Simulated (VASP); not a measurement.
# Co in VASP: further runs

Co is run at these levels: r2SCAN; tasks: single point.

Program: VASP 6.6.1. These are calculated values, not measurements. Logs are shortened: lines on timing, memory, paths and dates and some standing lists are left out, and cuts for length are marked.

## 1. The cell of the first run

The typed cell holds 2 atoms: a = 3.099 Å, b = 3.099 Å, c = 3.100 Å, α = 98.08°, β = 98.08°, γ = 135.95°.

## 2. Single point, r2SCAN (volume scaled by 0.88)

POSCAR

```
Co
1.0
   -2.0316649326      2.0316020224      1.1621833092
    2.0316020224     -2.0316649326      1.1621833092
    2.0319421756      2.0319421756     -1.1622985294
Co
2
Direct
    0.9999945772      0.0000054228      1.0000000000
    0.7500054228      0.2499945772      0.5000000000
```

INCAR.step1

```
ALGO = Normal ; EDIFF = 1E-4
ENCUT = 520 ; GGA = PE
ISMEAR = -1 ; LASPH = T
LCHARG = F ; LREAL = F
LWAVE = T ; NBANDS = 16
NELM = 80 ; PREC = Accurate
SIGMA = 0.1
```

INCAR.step2

```
ALGO = Normal ; EDIFF = 1E-6
ENCUT = 520 ; ISIF = 2
ISMEAR = -1 ; ISTART = 1
LASPH = T ; LCHARG = F
LMIXTAU = T ; LREAL = F
LWAVE = F ; METAGGA = R2SCAN
NBANDS = 16 ; NELM = 80
PREC = Accurate ; SIGMA = 0.1
```

KPOINTS

```
k-points
0
Gamma
  17 17 12
```

Potentials or basis: VASP PAW PBE potentials, release 64 (Co).

On the command line:

```console
$ cat potpaw_PBE.64/Co/POTCAR > POTCAR
$ cp INCAR.step1 INCAR
$ mpirun -np 1 vasp_std > vasp.out
$ cp INCAR.step2 INCAR
$ mpirun -np 1 vasp_std > vasp.out
```

OUTCAR:

```text
EDIFF = 1E-6
   ENCUT = 520
   ISIF = 2
   ISMEAR = -1
   ISTART = 1
   LASPH = T
   LREAL = F
   METAGGA = R2SCAN
   NELM = 80
   PREC = Accurate

 ion  position               nearest neighbor table
   1  1.000  0.000  0.000-   2 2.11   2 2.11   2 2.11   2 2.11   2 2.68   2 2.68   2 2.68   2 2.68

   2  0.750  0.250  0.500-   1 2.11   1 2.11   1 2.11   1 2.11   1 2.68   1 2.68   1 2.68   1 2.68

  Warning from LATTYP: Got some problem with cell dimensions!
  Tried to take original basis but could not verify dimensions!
  LATTYP: Found a base centered monoclinic cell.
 ALAT       =     2.3243666201
 B/A-ratio  =     2.4722120795
 C/A-ratio  =     1.3335210165
 COS(beta)  =    -0.3748745637

  Lattice vectors:

 A1 = (   2.0316649326,  -2.0316020224,  -1.1621833092)
 A2 = (  -2.0316020224,   2.0316649326,  -1.1621833092)
 A3 = (   2.0318792654,   2.0318792654,   1.1620680890)

Analysis of symmetry for initial positions (statically):
=====================================================================
 Subroutine PRICEL returns:
 Original cell was already a primitive cell.

 Routine SETGRP: Setting up the symmetry group for a
 base centered monoclinic supercell.

 Subroutine GETGRP returns: Found  4 space group operations
 (whereof  2 operations were pure point group operations)
 out of a pool of  4 trial point group operations.

The static configuration has the point symmetry C_2 .
 The point group associated with its full space group is C_2h.

Analysis of symmetry for dynamics (positions and initial velocities):
=====================================================================
 Subroutine PRICEL returns:
 Original cell was already a primitive cell.

 Routine SETGRP: Setting up the symmetry group for a
 base centered monoclinic supercell.

 Subroutine GETGRP returns: Found  4 space group operations
 (whereof  2 operations were pure point group operations)
 out of a pool of  4 trial point group operations.

The dynamic configuration has the point symmetry C_2 .
 The point group associated with its full space group is C_2h.

 Subroutine INISYM returns: Found  4 space group operations
 (whereof  2 operations are pure point group operations),
 and found     1 'primitive' translations

[... 83 lines left out ...]
   NGXF,Y,Z  is equivalent  to a cutoff of  25.75, 25.75, 25.74 a.u.
 SYSTEM =  unknown system
   PREC   = accura    normal or accurate (medium, high low for compatibility)
   ISTART =      1    job   : 0-new  1-cont  2-samecut
   ICHARG =      0    charge: 1-file 2-atom 10-const
   ISPIN  =      1    spin polarized calculation?
   LNONCOLLINEAR =      F non collinear calculations
   LSORBIT =      F    spin-orbit coupling
   LASPH  =      T    aspherical Exc in radial PAW
   ENCUT  =  520.0 eV  38.22 Ry    6.18 a.u.   5.76  5.76  5.76*2*pi/ulx,y,z
   NELM   =     80;   NELMIN=  2; NELMDL=  0     # of ELM steps
   EDIFF  = 0.1E-05   stopping-criterion for ELM
   LREAL  =      F    real-space projection
   EDIFFG = 0.1E-04   stopping-criterion for IOM
   NSW    =      0    number of steps for IOM
   IBRION =     -1    ionic relax: 0-MD 1-quasi-New 2-CG
   NFREE  =      0    steps in history (QN), initial steepest desc. (CG)
   ISIF   =      2    stress and relaxation
   ISYM   =      2    0-nonsym 1-usesym 2-fastsym
   POTIM  = 0.5000    time-step for ionic-motion
   TEBEG  =    0.0;   TEEND  =   0.0 temperature during run
   PSTRESS=    0.0 pullay stress
   NELECT =      18.0000    total number of electrons
   NUPDOWN=      -1.0000    fix difference up-down
   EMIN   =  10.00;   EMAX   =-10.00  energy-range for DOS
   EFERMI =   0.00;   METHOD = LEGACY
   ISMEAR =    -1;   SIGMA  =   0.10  broadening in eV -4-tet -1-fermi 0-gaus
   EFERMI_NEDOS =   21; number of points for ismear=-14 and -15
   IALGO  =     38    algorithm
   IMIX   =      4    mixing-type and parameters
     AMIX     =   0.40;   BMIX     =  1.00
     AMIX_MAG =   1.60;   BMIX_MAG =  1.00
  volume/ion in A,a.u.               =       9.60        64.75
  Fermi-wavevector in a.u.,A,eV,Ry     =   1.602522  3.028328 34.940826  2.568078
  Thomas-Fermi vector in A             =   2.699330
   LORBIT       =      0    0 simple, 1 ext, 2 COOP (PROOUT), +10 PAW based schemes
   METAGGA = R2SCAN    functional components
   LHFCALC =     F    Hartree Fock is set to
   AEXX    =    0.0000 exact exchange contribution
   IVDW    =     0    specifies the selected vdW correction
   LEPSILON=     F    determine dielectric tensor
   LRPA    =     F    only Hartree local field effects (RPA)
 non-spin polarized calculation
  energy-cutoff  :      520.00
  volume of cell :       19.19
 maximum number of plane-waves:       533
   NGX = 11   NGY = 11   NGZ = 11

 number of electron      17.9999999 magnetization

 Free energy of the ion-electron system (eV)
  ---------------------------------------------------
  ext. energy  EPLUGINS =         0.00000000
  ---------------------------------------------------
  free energy    TOTEN  =       -24.12713149 eV

  energy without entropy =      -24.01215755  energy(sigma->0) =      -24.06964452

 E-fermi :  12.0510     XC(G=0): -15.3271

 val. band max:       12.0505730257   @ k =  -0.4706   0.4706   0.0833
 cond. band min:      12.0518714256   @ k =  -0.2941  -0.3529   0.4167
 fundamental gap:      0.0012983999
 Fermi energy:        12.0510445056

 k-point     1 :       0.0000    0.0000    0.0000
  band No.  band energies     occupation
      1       2.0438      2.00000
      2       6.0875      2.00000
      3       7.7014      2.00000
      4       8.5240      2.00000
      5       9.1431      2.00000
      6      11.1600      1.99973
[... 433 lines left out ...]
      3       7.7488      2.00000
      4       8.5720      2.00000
      5       9.1139      2.00000
      6      10.8922      1.99998
[... 8 lines left out ...]
     15      31.2439      0.00000
     16      36.1918      0.00000

 [... further k-points ...]
[... 5 lines left out ...]
  --------------------------------------------------------------------------------------
  -------------------------------------------------------------------------------------
  Total        4.9750677      4.9750677      4.4728979      0.0020316     -0.0004949     -0.0004949
  in kB      415.3602895    415.3602895    373.4349514      0.1696160     -0.0413170     -0.0413205
  external PRESSURE =     401.3851768 kB  Pullay stress =       0.0000000 kB

 VOLUME and BASIS-vectors are now :
 -----------------------------------------------------------------------------
  energy-cutoff  :      520.00
  volume of cell :       19.19
      direct lattice vectors                 reciprocal lattice vectors
    -2.031664933  2.031602022  1.162183309    -0.000004592  0.246102792  0.430231390
     2.031602022 -2.031664933  1.162183309     0.246102792 -0.000004592  0.430231390
     2.031942176  2.031942176 -1.162298529     0.246073804  0.246073804  0.000013320

 POSITION                                       TOTAL-FORCE (eV/Angst)
 -----------------------------------------------------------------------------------
     -2.03164      2.03158      1.16218        -0.001201      0.001201     -0.000000
      0.00010      2.03178      0.58103         0.001201     -0.001201      0.000000
 -----------------------------------------------------------------------------------
    total drift:                               -0.000000      0.000000     -0.000000

  FREE ENERGIE OF THE ION-ELECTRON SYSTEM (eV)
  ---------------------------------------------------
  free  energy   TOTEN  =       -24.1271314945 eV

  energy  without entropy=      -24.0121575547  energy(sigma->0) =      -24.06964452
```

OUTCAR.step1:

```text
EDIFF = 1E-4
   ENCUT = 520
   GGA = PE
   ISMEAR = -1
   LASPH = T
   LREAL = F
[... 682 lines left out ...]
 -----------------------------------------------------------------------------------
     -2.03164      2.03158      1.16218        -0.001048      0.001048      0.000000
      0.00010      2.03178      0.58103         0.001048     -0.001048     -0.000000
 -----------------------------------------------------------------------------------
    total drift:                               -0.000000      0.000000     -0.000000

  FREE ENERGIE OF THE ION-ELECTRON SYSTEM (eV)
  ---------------------------------------------------
  free  energy   TOTEN  =       -12.2481683327 eV

  energy  without entropy=      -12.1282971181  energy(sigma->0) =      -12.18823273
```

OSZICAR.step1:

```text
N       E                     dE             d eps       ncg     rms          rms(c)
DAV:   1     0.805308027266E+02    0.80531E+02   -0.80437E+03 31024   0.153E+03
DAV:   2    -0.114839539872E+02   -0.92015E+02   -0.84196E+02 30008   0.245E+02
DAV:   3    -0.139104724630E+02   -0.24265E+01   -0.23778E+01 36096   0.549E+01
DAV:   4    -0.139552631962E+02   -0.44791E-01   -0.44775E-01 42216   0.571E+00
DAV:   5    -0.139555957188E+02   -0.33252E-03   -0.33251E-03 36856   0.490E-01    0.153E+01
DAV:   6    -0.124479826763E+02    0.15076E+01   -0.66169E+00 33024   0.534E+01    0.412E+00
DAV:   7    -0.122842968577E+02    0.16369E+00   -0.66164E-01 37152   0.161E+01    0.289E+00
DAV:   8    -0.122495610388E+02    0.34736E-01   -0.12496E-02 47720   0.193E+00    0.545E-01
DAV:   9    -0.122482402473E+02    0.13208E-02   -0.97887E-04 37320   0.341E-01    0.163E-01
DAV:  10    -0.122481683327E+02    0.71915E-04   -0.31511E-05 21648   0.729E-02
   1 F= -.12248168E+02 E0= -.12188233E+02  d E =-.119871E+00
```

Run time: 28 min. Hardware: 1 thread of Oxide Virtual Turin-like, shared host; peak memory 0.31 GiB.

What came out:

| Item | Value |
| --- | --- |
| Free energy | -24.1271 eV |
| Pressure | 40.1 GPa |
| Band gap on the k mesh | zero (band 9 reaches 12.95 eV, above the bottom of band 10 at 11.28 eV) |

Caveat: the PAW data sets were made with another functional, which shifts forces and pressure a little; the run has no spin polarisation, though such a crystal can be magnetic. Spin polarisation is off, so any magnetic state and its effect on volume and gap are missing.

## 3. Single point, r2SCAN (volume scaled by 0.92)

POSCAR

```
Co
1.0
   -2.0619927611      2.0619289117      1.1795318865
    2.0619289117     -2.0619927611      1.1795318865
    2.0622741426      2.0622741426     -1.1796488266
Co
2
Direct
    0.9999945772      0.0000054228      1.0000000000
    0.7500054228      0.2499945772      0.5000000000
```

INCAR.step1

```
ALGO     = Normal         # electronic algorithm
EDIFF    = 1E-4           # SCF threshold, eV
ENCUT    = 520            # plane-wave cutoff, eV
GGA      = PE             # functional
ISMEAR   = -1             # smearing method
LASPH    = T              # aspherical terms in the spheres
LCHARG   = F              # write CHGCAR
LREAL    = F              # projectors in reciprocal space
LWAVE    = T              # write WAVECAR
NBANDS   = 16             # bands
NELM     = 80             # most SCF steps
PREC     = Accurate       # precision mode
SIGMA    = 0.1            # smearing width, eV
```

INCAR.step2

```
ALGO     = Normal         # electronic algorithm
EDIFF    = 1E-6           # SCF threshold, eV
ENCUT    = 520            # plane-wave cutoff, eV
ISIF     = 2              # what is computed and relaxed
ISMEAR   = -1             # smearing method
ISTART   = 1            
LASPH    = T              # aspherical terms in the spheres
LCHARG   = T              # write CHGCAR
LELF     = T              # ELF
LMIXTAU  = T            
LREAL    = F              # projectors in reciprocal space
LVHAR    = T            
LWAVE    = F              # write WAVECAR
METAGGA  = R2SCAN         # meta-GGA
NBANDS   = 16             # bands
NELM     = 80             # most SCF steps
PREC     = Accurate       # precision mode
SIGMA    = 0.1            # smearing width, eV
```

KPOINTS is that of step 2.

Potentials or basis: VASP PAW PBE potentials, release 64 (Co).

On the command line:

```console
$ cat potpaw_PBE.64/Co/POTCAR > POTCAR
$ cp INCAR.step1 INCAR
$ mpirun -np 1 vasp_std > vasp.out
$ cp INCAR.step2 INCAR
$ mpirun -np 1 vasp_std > vasp.out
```

Run time: 32 min. Hardware: 1 thread of Oxide Virtual Turin-like, shared host; peak memory 0.32 GiB.

It converged, with:

```
Free energy            : -24.2990 eV
Pressure               : 23.7 GPa
Band gap on the k mesh : zero (band 9 reaches 12.14 eV, above the bottom of band 10 at 10.57 eV)
```

Stress tensor (GPa, compression positive):
```
24.57  0.01  0.00
 0.01 24.57  0.00
 0.00  0.00 21.99
```

Levels at points of the mesh, in eV from the Fermi level:
```tsv
k point	band 6	band 7	band 8	band 9	band 10	band 11	band 12	band 13
(0.00, 0.00, 0.00)	-0.84	-0.84	-0.75	-0.75	0.69	1.49	8.23	8.23
(0.00, 0.00, 0.50)	-2.61	-0.96	-0.96	-0.01	-0.01	0.44	0.44	15.60
```

Caveat: the PAW data sets were made with another functional, which shifts forces and pressure a little; the run has no spin polarisation, though such a crystal can be magnetic.
